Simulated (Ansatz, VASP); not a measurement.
One calculation of Mg, two programs

```
Mg
1.0
    -1.96097    1.96097    1.61329
     1.96097   -1.96097    1.61329
     1.96097    1.96097   -1.61329
Mg
1
Direct
  0.00000 0.00000 0.00000
```

Alike in both runs: task single point; functional PBE; k mesh 20 × 20 × 20; occupations gaussian, width 0.15 eV; no spin polarisation.

|  | VASP | Ansatz |
| --- | --- | --- |
| version | VASP 6.6.1 | Ansatz 0.2.0 |
| potentials or method | VASP PAW PBE potentials, release 64 (Mg), cutoff 520 eV | scalar-relativistic, plane waves, PAW |
| valence electrons in the cell | 2 | 10 |

VASP gave:

| Quantity | Value |
| --- | --- |
| gap on the k mesh at the Fermi level (eV) | none |
| pressure (GPa) | -2.0 |
| traceless stress, the component that is largest in VASP (GPa) | 0.98 |

What did Ansatz give for the same quantities?

gap on the k mesh at the Fermi level (eV): none; pressure (GPa): -1.9; traceless stress, the component that is largest in VASP (GPa): 0.99.

A gap of «none» marks a metal or a gap that the smearing closes. The functional is the same, so the differences come from potentials, cutoffs and numerics. VASP's potentials hold 2 valence electrons a cell and Ansatz's 10, so a difference there can come from the potentials and not from the codes.
